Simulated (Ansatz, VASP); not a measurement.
## One calculation of TiSi2, two programs

```
Ti Si
1.0
    -0.01797    4.10427    4.27960
     2.39780   -0.01044    4.27960
     2.37983    4.09383    0.00000
Ti Si
2 4
Direct
  0.74951 0.74951 0.75049
  0.50049 0.50049 0.49951
  0.08710 0.41302 0.08656
  0.41302 0.08710 0.41332
  0.16290 0.83698 0.16344
  0.83698 0.16290 0.83668
```

Change from the starting cell: strain along c alone, the other axes held, atoms relaxed: -1.0 %.

Alike in both runs: functional PBE; k mesh 10 × 10 × 10; occupations gaussian, width 0.1 eV; no spin polarisation.

Ansatz relaxed the structure, and its values are those at the end. VASP's run is a single point on that final structure, the one shown.

|  | VASP | Ansatz |
| --- | --- | --- |
| version | VASP 6.6.1 | Ansatz 0.2.0 |
| potentials or method | VASP PAW PBE potentials, release 64 (Ti_sv, Si), cutoff 520 eV | scalar-relativistic, plane waves, PAW |
| valence electrons in the cell | 40 | 40 |

|  | VASP | Ansatz | Ansatz less VASP |
| --- | --- | --- | --- |
| gap on the k mesh at the Fermi level (eV) | none | none | - |
| pressure (GPa) | 1.3 | 1.3 | +0.01 |
| rms of the force components (eV/Å) | 0.003 | 0.003 | -0.0001 |

A gap of «none» marks a metal or a gap that the smearing closes. Ansatz's warnings: stress scf threshold loose.
